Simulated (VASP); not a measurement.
Runs of VASP 6.6.1 on Ba. The structure is that of space group Pm-3m (No. 221), or close to it. The cells are those of the table. 

```csv
task,cell,k mesh,cutoff (eV),gap on the mesh (eV),pressure (GPa),relaxed volume (Å³/atom)
single point,"a = 4.083 Å, 1 atom",4 × 4 × 4,520,none,-0.8,-
single point,"a = 3.947 Å, 1 atom",14 × 14 × 14,520,none,0.1,-
relaxation of cell and atoms,"relaxed from a = 3.947 Å, 1 atom",14 × 14 × 14,600,none,0.0,61.95
relaxation of cell and atoms,"relaxed from a = 4.083 Å, 1 atom",14 × 14 × 14,600,none,0.0,(a)
```

Alike in all rows: level PBE; potentials or basis VASP PAW PBE potentials, release 64 (Ba_sv); no spin polarisation; smearing gaussian 0.1 eV.

**Question.** Estimate the missing entries.

**Answer.** (a) 62.48.

Caveats: some runs use coarse meshes; spin-orbit coupling is left out, which moves the levels of the heavy elements.

A k mesh can miss the band edges, and the runs leave out spin-orbit coupling on Ba.

A gap of «none» marks levels without a gap at the run's occupations.
